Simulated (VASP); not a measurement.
Wanted: the native input for a VASP 6.6.1 run.

```
Task                   : single point
Functional             : r2SCAN
Potentials or basis    : VASP PAW PBE potentials, release 64 (Co, Si)
Cutoff                 : 520 eV
k mesh                 : 8 × 8 × 8
Occupations            : gaussian, width 0.05 eV
Spin                   : collinear spin, ferromagnetic start
Starting moments       : [0.05, 0.0, 0.0] μB
Dipole correction      : no
Further INCAR settings : ALGO = Normal; EDIFF = 1e-07; NBANDS = 20
```

CoSi2:

```
CELL_PARAMETERS angstrom
0.00000 2.67506 2.67506
2.67506 0.00000 2.67506
2.67506 2.67506 0.00000
ATOMIC_POSITIONS crystal
Co 0.00000 0.00000 0.00000
Si 0.25000 0.25000 0.25000
Si 0.75000 0.75000 0.75000
```

This cell differs from its parent crystal: volume scaled by 1.02.

These files were run (other wordings do the same):

POSCAR

```
CoSi2
1.0
    0.0000000000      2.6750636193      2.6750636193
    2.6750636193      0.0000000000      2.6750636193
    2.6750636193      2.6750636193      0.0000000000
Co Si
1 2
Direct
    0.0000000000      0.0000000000      0.0000000000
    0.2500000000      0.2500000000      0.2500000000
    0.7500000000      0.7500000000      0.7500000000
```

INCAR.step1

```
  PREC = Accurate
  ENCUT = 520
  ISMEAR = 0
  SIGMA = 0.05
  LREAL = False
  LASPH = True
  NELM = 150
  ISPIN = 2
  MAGMOM = 0.05 0 0
  LMAXMIX = 4
  NBANDS = 20
  GGA = PE
  ALGO = Normal
  EDIFF = 1E-4
  LWAVE = True
  LCHARG = False
```

INCAR.step2

```
  PREC = Accurate
  ENCUT = 520
  EDIFF = 1E-7
  ISMEAR = 0
  SIGMA = 0.05
  LREAL = False
  LASPH = True
  NELM = 150
  ALGO = Normal
  ISIF = 2
  LWAVE = False
  LCHARG = True
  ISPIN = 2
  MAGMOM = 0.05 0 0
  LORBIT = 11
  LMAXMIX = 4
  METAGGA = R2SCAN
  LMIXTAU = True
  LELF = True
  LVHAR = True
  NBANDS = 20
  ISTART = 1
```

KPOINTS

```
Automatic mesh
0
Gamma
  8 8 8
```

Potentials or basis: VASP PAW PBE potentials, release 64 (Co, Si).

Command:

```sh
$ cat potpaw_PBE.64/Co/POTCAR potpaw_PBE.64/Si/POTCAR > POTCAR
$ cp INCAR.step1 INCAR
$ mpirun -np 1 vasp_std > vasp.out
$ cp INCAR.step2 INCAR
$ mpirun -np 1 vasp_std > vasp.out
```

It gave:

| Item | Value |
| --- | --- |
| Pressure | -3.8 GPa |
| Net moment | 0.00 μB per cell |
| Valence electrons inside the program's atomic spheres | Co 8.93; Si 1.60 |

Caveat: the PAW data sets were made with another functional, which shifts forces and pressure a little.

Wall time 7 min on 1 thread of AMD EPYC 7R13 (shared host), peak memory 0.17 GiB.
